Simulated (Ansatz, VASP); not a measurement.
# B2P3: VASP beside Ansatz

```
P B
1.0
     7.03591    0.46937    0.51666
     0.50274    7.11858    0.16804
     0.54669    0.16250    7.19775
P B
15 10
Direct
  0.33829 0.76648 0.77625
  0.67800 0.95213 0.83992
  0.60260 0.33599 0.18304
  0.16945 0.06692 0.76926
  0.52779 0.96207 0.36400
  0.83196 0.89052 0.19463
  0.90292 0.29255 0.89992
  0.47367 0.68457 0.49347
  0.09367 0.66922 0.47027
  0.01074 0.19107 0.39793
  0.33473 0.91778 0.15369
  0.19173 0.34442 0.17299
  0.79132 0.57079 0.52640
  0.44324 0.17468 0.77181
  0.16856 0.54361 0.75981
  0.74456 0.10958 0.03612
  0.72215 0.44572 0.76867
  0.74426 0.32718 0.40852
  0.50828 0.75992 0.96274
  0.06275 0.91947 0.32084
  0.83505 0.65274 0.07736
  0.02260 0.49423 0.01074
  0.65489 0.54688 0.99752
  0.28355 0.14415 0.00608
  0.62372 0.31749 0.62975
```

Alike in both runs: functional PBE; k mesh 3 × 3 × 3; occupations gaussian, width 0.1 eV; no spin polarisation.

Ansatz relaxed the structure, and its values are those at the end. VASP's run is a single point on that final structure, the one shown.

```csv
,VASP,Ansatz
version,VASP 6.6.1,Ansatz 0.2.0
potentials or method,"VASP PAW PBE potentials, release 64 (P, B), cutoff 520 eV","scalar-relativistic, plane waves, PAW"
valence electrons in the cell,105,105
```

VASP gave:

- gap on the k mesh at the Fermi level (eV): none
- rms of the force components (eV/Å): 0.020

Problem. What did Ansatz give for the same quantities?

Solution. gap on the k mesh at the Fermi level (eV): none; rms of the force components (eV/Å): 0.011.

A gap of «none» marks a metal or a gap that the smearing closes.
